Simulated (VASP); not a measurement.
# Re (Fd-3m) in VASP: a series of runs

Re is run at these levels: PBE; tasks: single point.

Program: VASP 6.6.1. These are calculated values, not measurements. Logs are shortened: lines on timing, memory, paths and dates and some standing lists are left out, and cuts for length are marked.

### Step 1. The cell of the first run

The structure is cubic, space group Fd-3m (No. 227). Conventional cell: a = 5.576 Å, b = 5.576 Å, c = 5.576 Å, α = 90.00°, β = 90.00°, γ = 90.00°. Within 3.2 Å of Re (site symmetry -43m) lie 4 Re at 2.41 Å.

This isn't the form of Re at room conditions, which is hcp.

### Step 2. Single point, PBE (21.67 Å³/atom)

Contents of INCAR:

```
SYSTEM = Re
  PREC = Accurate
  ENCUT = 560
  EDIFF = 1E-6
  ISMEAR = -1
  SIGMA = 0.1
  LREAL = .False.
  LASPH = .True.
  NELM = 120
  ALGO = Normal
  ISIF = 2
  LWAVE = .False.
  LCHARG = .False.
  GGA = PE
  NBANDS = 22
  GGA_COMPAT = .False.
```

Contents of KPOINTS:

```
regular mesh
0
Gamma
  16 16 16
  0 0 0
```

Contents of POSCAR:

```
Re
1.0
    0.0000000000      2.7877749542      2.7877749542
    2.7877749542      0.0000000000      2.7877749542
    2.7877749542      2.7877749542      0.0000000000
Re
2
Direct
    0.1250000000      0.1250000000      0.1250000000
    0.8750000000      0.8750000000      0.8750000000
```

Potentials or basis: VASP PAW PBE potentials, release 64 (Re_sv_GW).

The run is started by

```sh
> cat potpaw_PBE.64/Re_sv_GW/POTCAR > POTCAR
> mpirun -np 1 vasp_std > vasp.out
```

OUTCAR:

```text
SYSTEM = Re
   PREC = Accurate
   ENCUT = 560
   EDIFF = 1E-6
   ISMEAR = -1
   LREAL = .False.
   LASPH = .True.
   NELM = 120
   ISIF = 2
   GGA = PE

 ion  position               nearest neighbor table
   1  0.125  0.125  0.125-   2 2.41   2 2.41   2 2.41   2 2.41
   2  0.875  0.875  0.875-   1 2.41   1 2.41   1 2.41   1 2.41

  LATTYP: Found a face centered cubic cell.
 ALAT       =     5.5755499084

  Lattice vectors:

 A1 = (   0.0000000000,   2.7877749542,   2.7877749542)
 A2 = (   2.7877749542,   0.0000000000,   2.7877749542)
 A3 = (   2.7877749542,   2.7877749542,   0.0000000000)

Analysis of symmetry for initial positions (statically):
=====================================================================
 Subroutine PRICEL returns:
 Original cell was already a primitive cell.

 Routine SETGRP: Setting up the symmetry group for a
 face centered cubic supercell.

 Subroutine GETGRP returns: Found 48 space group operations
 (whereof 12 operations were pure point group operations)
 out of a pool of 48 trial point group operations.

The static configuration has the point symmetry D_3d.
 The point group associated with its full space group is O_h .

Analysis of symmetry for dynamics (positions and initial velocities):
=====================================================================
 Subroutine PRICEL returns:
 Original cell was already a primitive cell.

 Routine SETGRP: Setting up the symmetry group for a
 face centered cubic supercell.

 Subroutine GETGRP returns: Found 48 space group operations
 (whereof 12 operations were pure point group operations)
 out of a pool of 48 trial point group operations.

The dynamic configuration has the point symmetry D_3d.
 The point group associated with its full space group is O_h .

 Subroutine INISYM returns: Found 48 space group operations
 (whereof 12 operations are pure point group operations),
 and found     1 'primitive' translations

----------------------------------------------------------------------------------------

                                     Primitive cell

  volume of cell :      43.3314

  direct lattice vectors                    reciprocal lattice vectors
     0.000000000  2.787774954  2.787774954    -0.179354506  0.179354506  0.179354506
     2.787774954  0.000000000  2.787774954     0.179354506 -0.179354506  0.179354506
     2.787774954  2.787774954  0.000000000     0.179354506  0.179354506 -0.179354506

  length of vectors
     3.942509149  3.942509149  3.942509149     0.310651117  0.310651117  0.310651117

  position of ions in fractional coordinates (direct lattice)
     0.125000000  0.125000000  0.125000000
     0.875000000  0.875000000  0.875000000

  ion indices of the primitive-cell ions
   primitive index   ion index
                 1           1
                 2           2

----------------------------------------------------------------------------------------

 KPOINTS: regular mesh

Automatic generation of k-mesh.
 Grid dimensions read from file:
 generate k-points for:   16   16   16

 Generating k-lattice:

  Cartesian coordinates                     Fractional coordinates (reciprocal lattice)
    -0.011209657  0.011209657  0.011209657     0.062500000  0.000000000  0.000000000
     0.011209657 -0.011209657  0.011209657     0.000000000  0.062500000  0.000000000
     0.011209657  0.011209657 -0.011209657     0.000000000  0.000000000  0.062500000

  Length of vectors
     0.019415695  0.019415695  0.019415695

  Shift w.r.t. Gamma in fractional coordinates (k-lattice)
     0.000000000  0.000000000  0.000000000

 Subroutine IBZKPT returns following result:
 ===========================================

 Found    145 irreducible k-points:

 Following reciprocal coordinates:
            Coordinates               Weight
  0.000000  0.000000  0.000000      1.000000
  0.062500  0.000000  0.000000      8.000000
  0.125000  0.000000  0.000000      8.000000
  0.187500  0.000000  0.000000      8.000000
  0.250000  0.000000  0.000000      8.000000
  0.312500  0.000000  0.000000      8.000000
[... 16 lines left out ...]
 -0.125000  0.062500  0.000000     24.000000
 -0.062500  0.062500  0.000000     12.000000
 [... further k-points ...]
   k-points           NKPTS =    145   k-points in BZ     NKDIM =    145   number of bands    NBANDS=     22
   number of dos      NEDOS =    301   number of ions     NIONS =      2
   total plane-waves  NPLWV =  27000
   dimension x,y,z NGX =    30 NGY =   30 NGZ =   30
   dimension x,y,z NGXF=    60 NGYF=   60 NGZF=   60
   ions per type =               2
   NGX,Y,Z   is equivalent  to a cutoff of  12.65, 12.65, 12.65 a.u.
   NGXF,Y,Z  is equivalent  to a cutoff of  25.30, 25.30, 25.30 a.u.
 SYSTEM =  Re
   PREC   = accura    normal or accurate (medium, high low for compatibility)
   ISTART =      0    job   : 0-new  1-cont  2-samecut
   ICHARG =      2    charge: 1-file 2-atom 10-const
   ISPIN  =      1    spin polarized calculation?
   LNONCOLLINEAR =      F non collinear calculations
   LSORBIT =      F    spin-orbit coupling
   LASPH  =      T    aspherical Exc in radial PAW
   ENCUT  =  560.0 eV  41.16 Ry    6.42 a.u.   7.61  7.61  7.61*2*pi/ulx,y,z
   NELM   =    120;   NELMIN=  2; NELMDL= -5     # of ELM steps
   EDIFF  = 0.1E-05   stopping-criterion for ELM
   LREAL  =      F    real-space projection
[... 7 lines left out ...]
   TEBEG  =    0.0;   TEEND  =   0.0 temperature during run
   PSTRESS=    0.0 pullay stress
   NELECT =      30.0000    total number of electrons
   NUPDOWN=      -1.0000    fix difference up-down
   EMIN   =  10.00;   EMAX   =-10.00  energy-range for DOS
   EFERMI =   0.00;   METHOD = LEGACY
   ISMEAR =    -1;   SIGMA  =   0.10  broadening in eV -4-tet -1-fermi 0-gaus
   EFERMI_NEDOS =   21; number of points for ismear=-14 and -15
   IALGO  =     38    algorithm
   IMIX   =      4    mixing-type and parameters
     AMIX     =   0.40;   BMIX     =  1.00
     AMIX_MAG =   1.60;   BMIX_MAG =  1.00
  volume/ion in A,a.u.               =      21.67       146.21
  Fermi-wavevector in a.u.,A,eV,Ry     =   1.448263  2.736821 28.537767  2.097467
  Thomas-Fermi vector in A             =   2.566124
   LORBIT       =      0    0 simple, 1 ext, 2 COOP (PROOUT), +10 PAW based schemes
   GGA     = PE    functional components
   LHFCALC =     F    Hartree Fock is set to
   AEXX    =    0.0000 exact exchange contribution
   IVDW    =     0    specifies the selected vdW correction
   LEPSILON=     F    determine dielectric tensor
   LRPA    =     F    only Hartree local field effects (RPA)
 non-spin polarized calculation
  energy-cutoff  :      560.00
  volume of cell :       43.33
 maximum number of plane-waves:      1323
   NGX = 15   NGY = 15   NGZ = 15

 number of electron      30.0000004 magnetization

 Free energy of the ion-electron system (eV)
  ---------------------------------------------------
  ext. energy  EPLUGINS =         0.00000000
  ---------------------------------------------------
  free energy    TOTEN  =       -24.86839634 eV

  energy without entropy =      -24.82415969  energy(sigma->0) =      -24.84627801

 E-fermi :   7.2810     XC(G=0): -11.5292

 val. band max:        7.2750961355   @ k =  -0.3750   0.4375   0.1250
 cond. band min:       7.2980674345   @ k =  -0.2500   0.2500   0.0000
 fundamental gap:      0.0229712990
 Fermi energy:         7.2810402307

 k-point     1 :       0.0000    0.0000    0.0000
  band No.  band energies     occupation
      1     -72.3119      2.00000
      2     -71.9334      2.00000
      3     -34.5529      2.00000
      4     -34.5529      2.00000
      5     -34.5529      2.00000
      6     -33.5174      2.00000
[... 14 lines left out ...]
     21      18.7525      0.00000
     22      19.9702      0.00000

 k-point     2 :       0.0625    0.0000    0.0000
  band No.  band energies     occupation
      1     -72.3090      2.00000
      2     -71.9365      2.00000
      3     -34.5582      2.00000
      4     -34.5582      2.00000
      5     -34.5527      2.00000
      6     -33.5183      2.00000
[... 14 lines left out ...]
     21      18.8646      0.00000
     22      20.0079      0.00000

 k-point     3 :       0.1250    0.0000    0.0000
  band No.  band energies     occupation
      1     -72.3011      2.00000
      2     -71.9448      2.00000
      3     -34.5717      2.00000
      4     -34.5717      2.00000
      5     -34.5504      2.00000
      6     -33.5218      2.00000
[... 14 lines left out ...]
     21      18.7614      0.00000
     22      20.0948      0.00000

 k-point     4 :       0.1875    0.0000    0.0000
  band No.  band energies     occupation
      1     -72.2889      2.00000
      2     -71.9576      2.00000
      3     -34.5910      2.00000
      4     -34.5910      2.00000
      5     -34.5471      2.00000
      6     -33.5272      2.00000
[... 14 lines left out ...]
     21      17.8128      0.00000
     22      20.0181      0.00000

 k-point     5 :       0.2500    0.0000    0.0000
  band No.  band energies     occupation
      1     -72.2730      2.00000
      2     -71.9741      2.00000
      3     -34.6128      2.00000
      4     -34.6128      2.00000
      5     -34.5435      2.00000
      6     -33.5326      2.00000
[... 417 lines left out ...]
 k-point    22 :      -0.1875    0.0625    0.0000
  band No.  band energies     occupation
      1     -72.2817      2.00000
      2     -71.9650      2.00000
      3     -34.6215      2.00000
      4     -34.5934      2.00000
      5     -34.5307      2.00000
      6     -33.5443      2.00000
[... 14 lines left out ...]
     21      17.7151      0.00000
     22      18.9222      0.00000

 k-point    23 :      -0.1250    0.0625    0.0000
  band No.  band energies     occupation
      1     -72.2952      2.00000
      2     -71.9508      2.00000
      3     -34.5964      2.00000
      4     -34.5745      2.00000
      5     -34.5388      2.00000
      6     -33.5345      2.00000
[... 14 lines left out ...]
     21      18.4850      0.00000
     22      19.5858      0.00000

 k-point    24 :      -0.0625    0.0625    0.0000
  band No.  band energies     occupation
      1     -72.3046      2.00000
      2     -71.9412      2.00000
      3     -34.5744      2.00000
      4     -34.5622      2.00000
      5     -34.5466      2.00000
      6     -33.5253      2.00000
[... 14 lines left out ...]
     21      18.9800      0.00000
     22      19.9097      0.00000

 [... further k-points ...]
[... 5 lines left out ...]
  --------------------------------------------------------------------------------------
  -------------------------------------------------------------------------------------
  Total        1.8833849      1.8833849      1.8833849      0.0000000     -0.0000000      0.0000000
  in kB       69.6380391     69.6380391     69.6380391      0.0000000     -0.0000000      0.0000000
  external PRESSURE =      69.6380391 kB  Pullay stress =       0.0000000 kB

 VOLUME and BASIS-vectors are now :
 -----------------------------------------------------------------------------
  energy-cutoff  :      560.00
  volume of cell :       43.33
      direct lattice vectors                 reciprocal lattice vectors
     0.000000000  2.787774954  2.787774954    -0.179354506  0.179354506  0.179354506
     2.787774954  0.000000000  2.787774954     0.179354506 -0.179354506  0.179354506
     2.787774954  2.787774954  0.000000000     0.179354506  0.179354506 -0.179354506

 POSITION                                       TOTAL-FORCE (eV/Angst)
 -----------------------------------------------------------------------------------
      0.69694      0.69694      0.69694         0.000000      0.000000      0.000000
      4.87861      4.87861      4.87861        -0.000000      0.000000     -0.000000
 -----------------------------------------------------------------------------------
    total drift:                               -0.000000      0.000000      0.000000

  FREE ENERGIE OF THE ION-ELECTRON SYSTEM (eV)
  ---------------------------------------------------
  free  energy   TOTEN  =       -24.8683963357 eV

  energy  without entropy=      -24.8241596877  energy(sigma->0) =      -24.84627801
```

It took 2.2 min on 1 thread of AMD EPYC 7R43 (Zen 3), shared host; peak memory 0.23 GiB.

What came out:

| Item | Value |
| --- | --- |
| Free energy | -24.8684 eV |
| Pressure | 7.0 GPa |
| Band gap on the k mesh | zero (bands 15 and 16 overlap by 1.52 eV) |

Caveat: the cell stands under pressure; spin-orbit coupling is left out, which moves the levels of the heavy elements.

### Step 3. Single point, PBE (23.47 Å³/atom)

This run uses another cell than the first one, of 23.47 Å³/atom.

Contents of INCAR:

```
ALGO     = Normal         # electronic algorithm
EDIFF    = 1E-6           # SCF threshold, eV
ENCUT    = 560            # plane-wave cutoff, eV
GGA      = PE             # functional
GGA_COMPAT= False        
ISIF     = 2              # what is computed and relaxed
ISMEAR   = -1             # smearing method
LASPH    = True           # aspherical terms in the spheres
LCHARG   = False          # write CHGCAR
LREAL    = False          # projectors in reciprocal space
LWAVE    = False          # write WAVECAR
NBANDS   = 22             # bands
NELM     = 120            # most SCF steps
PREC     = Accurate       # precision mode
SIGMA    = 0.1            # smearing width, eV
```

Contents of KPOINTS:

```
k-points
0
Gamma
  16 16 16
```

Contents of POSCAR:

```
Re
1.0
    0.0000000000      2.8631564576      2.8631564576
    2.8631564576      0.0000000000      2.8631564576
    2.8631564576      2.8631564576      0.0000000000
Re
2
Direct
    0.1250000000      0.1250000000      0.1250000000
    0.8750000000      0.8750000000      0.8750000000
```

Potentials or basis: VASP PAW PBE potentials, release 64 (Re_sv_GW).

The run is started by

```sh
> cat potpaw_PBE.64/Re_sv_GW/POTCAR > POTCAR
> mpirun -np 1 vasp_std > vasp.out
```

It took 70 s on 1 thread of AMD EPYC 9R45 (Zen 5), shared host; peak memory 0.25 GiB.

The run converged. Its results:

| Item | Value |
| --- | --- |
| Free energy | -24.8751 eV |
| Pressure | -7.3 GPa |
| Band gap on the k mesh | zero (bands 15 and 16 overlap by 1.39 eV) |

Levels at points of the mesh, in eV from the Fermi level:
```csv
k point,band 11,band 12,band 13,band 14,band 15,band 16,band 17,band 18,band 19,band 20
"(0.00, 0.00, 0.00)",-2.80,-2.15,-2.15,-2.15,0.62,0.62,0.62,3.87,3.87,10.94
"(0.50, 0.00, 0.00)",-2.51,-2.51,-2.34,-2.34,-0.88,1.60,1.60,3.09,3.09,3.85
"(0.50, 0.50, 0.00)",-2.27,-2.27,-1.94,-1.94,0.02,0.02,3.45,3.45,4.40,4.40
```

Caveat: the cell stands under tension; spin-orbit coupling is left out, which moves the levels of the heavy elements.

### Step 4. Single point, PBE (20.76 Å³/atom)

This run uses another cell than the first one, of 20.76 Å³/atom.

Contents of INCAR:

```
  ALGO = Normal
  EDIFF = 1E-6
  ENCUT = 560
  GGA = PE
  GGA_COMPAT = F
  ISIF = 2
  ISMEAR = -1
  LASPH = T
  LCHARG = T
  LELF = T
  LREAL = F
  LVHAR = T
  LWAVE = F
  NBANDS = 22
  NELM = 120
  PREC = Accurate
  SIGMA = 0.1
```

KPOINTS is that of step 3.

Contents of POSCAR:

```
Re
1.0
    0.0000000000      2.7485052874      2.7485052874
    2.7485052874      0.0000000000      2.7485052874
    2.7485052874      2.7485052874      0.0000000000
Re
2
Direct
    0.1250000000      0.1250000000      0.1250000000
    0.8750000000      0.8750000000      0.8750000000
```

The run is started by

```sh
> cat potpaw_PBE.64/Re_sv_GW/POTCAR > POTCAR
> mpirun -np 1 vasp_std > vasp.out
```

Wall time 72 s (1 thread of AMD EPYC 9R45 (Zen 5), shared host); peak memory 0.24 GiB.

The run converged. Its results:

| Item | Value |
| --- | --- |
| Free energy | -24.7249 eV |
| Pressure | 16.7 GPa |
| Band gap on the k mesh | zero (bands 15 and 16 overlap by 1.57 eV) |

Levels at points of the mesh, in eV from the Fermi level:
```tsv
k point	band 13	band 14	band 15	band 16	band 17	band 18
(0.00, 0.00, 0.00)	-2.39	-2.39	0.72	0.72	0.72	4.60
(0.50, 0.00, 0.00)	-2.68	-2.68	-0.87	1.90	1.90	3.61
(0.50, 0.50, 0.00)	-1.86	-1.86	-0.08	-0.08	4.01	4.01
```

Caveat: the cell stands under pressure; spin-orbit coupling is left out, which moves the levels of the heavy elements.

### Step 5. Overview

| cell | gap on the mesh (eV) | pressure (GPa) |
| --- | --- | --- |
| a = 3.943 Å, angles 60.0°, 2 atoms | none | 7.0 |
| a = 4.049 Å, angles 60.0°, 2 atoms | none | -7.3 |
| a = 3.887 Å, angles 60.0°, 2 atoms | none | 16.7 |

Alike in all rows: task single point; level PBE; potentials or basis VASP PAW PBE potentials, release 64 (Re_sv_GW); no spin polarisation; k mesh 16 × 16 × 16; cutoff (eV) 560; smearing fermi-dirac 0.1 eV.

Caveats: spin-orbit coupling is left out, which moves the levels of the heavy elements; the cell stands under pressure (at least some runs); the cell stands under tension (at least some runs).

Absolute energies hang on the potentials; compare differences alone.

The gap in the log of VASP goes by the Fermi energy; the results here count the filled bands.